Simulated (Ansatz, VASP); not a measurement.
InO: VASP beside Ansatz

Contents of POSCAR:

```
InO
1.0
    3.3154692493      0.0000000000      0.0000000000
   -1.6577346247      2.8712805953      0.0000000000
    0.0000000000      0.0000000000     14.6069320000
In O
2 2
Direct
    0.6666666667      0.3333333333      0.5900210000
    0.6666666667      0.3333333333      0.4099790000
    0.0000000000      0.0000000000      0.6398670000
    0.0000000000      0.0000000000      0.3601330000
```

INCAR.step1

```
SYSTEM = InO
PREC = Accurate ; ENCUT = 520
ISMEAR = 0 ; SIGMA = 0.05
LREAL = .FALSE. ; LASPH = .TRUE.
NELM = 100 ; NBANDS = 27
GGA = PE ; ALGO = Normal
EDIFF = 1E-4 ; LWAVE = .TRUE.
LCHARG = .FALSE.
```

Contents of INCAR.step2:

```
SYSTEM = InO
PREC = Accurate ; ENCUT = 520
EDIFF = 1E-7 ; ISMEAR = 0
SIGMA = 0.05 ; LREAL = .FALSE.
LASPH = .TRUE. ; NELM = 100
ALGO = Normal ; ISIF = 2
LWAVE = .FALSE. ; LCHARG = .FALSE.
METAGGA = R2SCAN ; LMIXTAU = .TRUE.
NBANDS = 27 ; ISTART = 1
```

File KPOINTS:

```
regular mesh
0
G
  12 12 2
  0 0 0
```

Input for Ansatz:

```yaml
crystal:
  lattice:
    - [3.3154692493, 0.0, 0.0]
    - [-1.6577346247, 2.8712805953, 0.0]
    - [0.0, 0.0, 14.606932]
  atoms:
    - { symbol: In, position: [0.6666666667, 0.3333333333, 0.590021] }
    - { symbol: In, position: [0.6666666667, 0.3333333333, 0.409979] }
    - { symbol: O, position: [0.0, 0.0, 0.639867] }
    - { symbol: O, position: [0.0, 0.0, 0.360133] }
basis:
  ecutwfc: 500
kpoints:
  mp_grid: { grid: [12, 12, 2] }
hamiltonian:
  xc: r2scan
scf:
  occupations: { method: gaussian, width: 0.05 }
output:
  forces: true
  stress: true
  eigenvalues: true
```

Change from the starting cell: strain -0.040 along x and y, -0.080 along z, atoms carried along.

Alike in both runs: task single point; functional r2SCAN; k mesh 12 × 12 × 2; occupations gaussian, width 0.05 eV; no spin polarisation.

|  | VASP | Ansatz |
| --- | --- | --- |
| version | VASP 6.6.1 | Ansatz 0.2.0 |
| potentials or method | VASP PAW PBE potentials, release 64 (In_d, O), cutoff 520 eV | scalar-relativistic, plane waves, PAW |
| valence electrons in the cell | 38 | 38 |

Ansatz gave:

| Property | Result |
| --- | --- |
| gap on the k mesh at the Fermi level (eV) | 1.07 |
| least direct gap on the mesh (eV) | 2.03 |
| rms of the force components (eV/Å) | 0.496 |

Problem. Which values does VASP return?

Solution. gap on the k mesh at the Fermi level (eV): 1.08; least direct gap on the mesh (eV): 2.04; rms of the force components (eV/Å): 0.520.

VASP's potentials were made for PBE, not for r2SCAN. Atom by atom the forces differ by 0.033 eV/Å (rms over components).
